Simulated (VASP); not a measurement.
Wanted: the native input for a VASP 6.6.1 run.

| Item | Value |
| --- | --- |
| Task | density of states |
| Functional | PBE |
| Potentials or basis | VASP PAW PBE potentials, release 64 (Mg, H, W_sv) |
| Cutoff | 520 eV |
| k mesh | 14 × 14 × 6 |
| Occupations | gaussian, width 0.1 eV |
| Spin | no spin polarisation |
| Dipole correction | no |
| k mesh for the DOS | 21 × 21 × 9 |
| Occupations for the DOS | tetrahedron |
| Further INCAR settings | ALGO = Normal; EDIFF = 1e-06 |

Crystal: MgH5W.

```
CELL_PARAMETERS angstrom
2.88990 0.00000 0.00000
0.00000 2.88990 0.00000
0.00000 0.00000 6.44147
ATOMIC_POSITIONS crystal
Mg 0.50000 0.50000 0.00000
H 0.00000 0.50000 0.31226
H 0.00000 0.50000 0.68774
H 0.50000 0.00000 0.31226
H 0.50000 0.00000 0.68774
H 0.00000 0.00000 0.00000
W 0.00000 0.00000 0.50000
```

These files were run (other wordings do the same):

POSCAR

```
MgH5W
1.0
    2.8898954881      0.0000000000      0.0000000000
    0.0000000000      2.8898954881      0.0000000000
    0.0000000000      0.0000000000      6.4414710194
Mg H W
1 5 1
Direct
    0.5000000000      0.5000000000      0.0000000000
    0.0000000000      0.5000000000      0.3122625107
    0.0000000000      0.5000000000      0.6877374893
    0.5000000000      0.0000000000      0.3122625107
    0.5000000000      0.0000000000      0.6877374893
    0.0000000000      0.0000000000      0.0000000000
    0.0000000000      0.0000000000      0.5000000000
```

INCAR.step1

```
PREC = Accurate
ENCUT = 520
EDIFF = 1E-6
ISMEAR = 0
SIGMA = 0.1
LREAL = False
LASPH = True
NELM = 80
ALGO = Normal
ISIF = 2
LWAVE = False
LCHARG = True
LMAXMIX = 4
GGA = PE
NBANDS = 20
```

KPOINTS.step1

```
Automatic mesh
0
Gamma
  14 14 6
```

INCAR.step2

```
PREC = Accurate
ENCUT = 520
EDIFF = 1E-6
ISMEAR = -5
SIGMA = 0.1
LREAL = False
LASPH = True
NELM = 80
ALGO = Normal
ISIF = 2
LWAVE = False
LCHARG = False
LMAXMIX = 4
GGA = PE
LORBIT = 10
NEDOS = 1001
ICHARG = 11
```

KPOINTS.step2

```
Automatic mesh
0
Gamma
  21 21 9
```

Potentials or basis: VASP PAW PBE potentials, release 64 (Mg, H, W_sv).

Command:

```sh
$ cat potpaw_PBE.64/Mg/POTCAR potpaw_PBE.64/H/POTCAR potpaw_PBE.64/W_sv/POTCAR > POTCAR
$ cp INCAR.step1 INCAR
$ cp KPOINTS.step1 KPOINTS
$ mpirun -np 1 vasp_std > vasp.out
$ cp INCAR.step2 INCAR
$ cp KPOINTS.step2 KPOINTS
$ mpirun -np 1 vasp_std > vasp.out
```

It gave:

| Property | Result |
| --- | --- |
| Valence electrons inside the program's atomic spheres | Mg 0.32; H 0.57, 0.55; W 12.03 |

Caveat: spin-orbit coupling is left out, which moves the levels of the heavy elements.

Run time: 100 s on 1 thread of Intel(R) Xeon(R) 6975P-C (Granite Rapids), with other jobs on the host, peak memory 0.4 GiB.
